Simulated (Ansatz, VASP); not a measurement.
# One calculation of NaHF2, two programs

```xyz
4
Lattice="1.6932 0.9775 4.5442 -1.6932 0.9775 4.5442 0.0000 -1.9551 4.5442" Properties=species:S:1:pos:R:3 pbc="T T T"
Na    0.0000    0.0000    0.0000
H     0.0000    0.0000    6.8163
F     0.0000    0.0000    5.5893
F     0.0000    0.0000    8.0432
```

Change from the starting cell: volume scaled by 0.94, PAW files.

Alike in both runs: task electric field gradients; functional LDA; k mesh 10 × 10 × 10; occupations fermi-dirac, width 0.02 eV; no spin polarisation.

|  | VASP | Ansatz |
| --- | --- | --- |
| version | VASP 6.6.1 | Ansatz 0.2.0 |
| potentials or method | VASP PAW LDA potentials, release 64 (Na_pv, H, F) | PAW with Ansatz's default frozen-core files, scalar-relativistic |
| plane-wave cutoff (eV) | 520 | 420 |
| valence electrons in the cell | 22 | 24 |

Ansatz gave:

```
gap on the k mesh at the Fermi level (eV)                     : 6.58
pressure (GPa)                                                : -4.5
traceless stress, the component that is largest in VASP (GPa) : -10.15
rms of the force components (eV/Å)                            : 0.828
size of Vzz on the site where it differs most (V/Å²)          : 112.5
```

Q: Estimate VASP's values.

A: gap on the k mesh at the Fermi level (eV): 6.55; pressure (GPa): -4.4; traceless stress, the component that is largest in VASP (GPa): -9.66; rms of the force components (eV/Å): 0.802; size of Vzz on the site where it differs most (V/Å²): 114.1.

LDA's correlation is that of Perdew and Zunger in VASP and of Perdew and Wang (1992) in Ansatz. Atom by atom the forces differ by 0.027 eV/Å (rms over components). VASP's potentials hold 22 valence electrons a cell and Ansatz's 24, so a difference there can come from the potentials and not from the codes.
